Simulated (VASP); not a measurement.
Here is a VASP 6.6.1 calculation.

The input INCAR:

```
ALGO = Normal ; EDIFF = 1E-6
EDIFFG = -0.001 ; ENCUT = 600
IBRION = 2 ; ISIF = 3
ISMEAR = 0 ; LASPH = T
LCHARG = F ; LREAL = F
LWAVE = F ; NELM = 80
NSW = 80 ; PREC = Accurate
SIGMA = 0.01
```

File KPOINTS:

```
k-points
0
Gamma
  10 10 10
```

The input POSCAR:

```
TePb
1.0
    0.0000000000      3.2310000000      3.2310000000
    3.2310000000      0.0000000000      3.2310000000
    3.2310000000      3.2310000000      0.0000000000
Te Pb
1 1
Direct
    0.5000000000      0.5000000000      0.5000000000
    0.0000000000      0.0000000000      0.0000000000
```

Potentials or basis: VASP PAW LDA potentials, release 64 (Te, Pb_d).

Command:

```sh
$ cat potpaw_LDA.64/Te/POTCAR potpaw_LDA.64/Pb_d/POTCAR > POTCAR
$ mpirun -np 1 vasp_std > vasp.out
```

Q: What does it give for the space group after relaxing (to 0.1 Å)?

A: Fm-3m (No. 225).

Q: Predict the relaxed cell.

A: a = 4.515 Å, b = 4.515 Å, c = 4.515 Å, α = 60.00°, β = 60.00°, γ = 60.00°.

Step by step:
```csv
step,energy change (eV),largest force (eV/Å),pressure (GPa),volume (Å³)
1,0.0000,0.0000,-1.63,67.46
2,-0.0105,0.0000,0.71,64.17
3,-0.0125,0.0000,-0.01,65.08
4,-0.0125,0.0000,0.01,65.03
5,-0.0125,0.0000,0.03,65.05
6,-0.0125,0.0000,0.01,65.10
7,-0.0125,0.0000,-0.02,65.12
8,-0.0125,0.0000,-0.03,65.10
9,-0.0125,0.0000,-0.04,65.10
10,-0.0125,0.0000,-0.02,65.09
11,-0.0125,0.0000,-0.03,65.09
12,-0.0125,0.0000,-0.01,65.08
13,-0.0125,0.0000,-0.02,65.08
14,-0.0125,0.0000,0.00,65.07
```

 LDA usually gives volumes a few per cent too small.
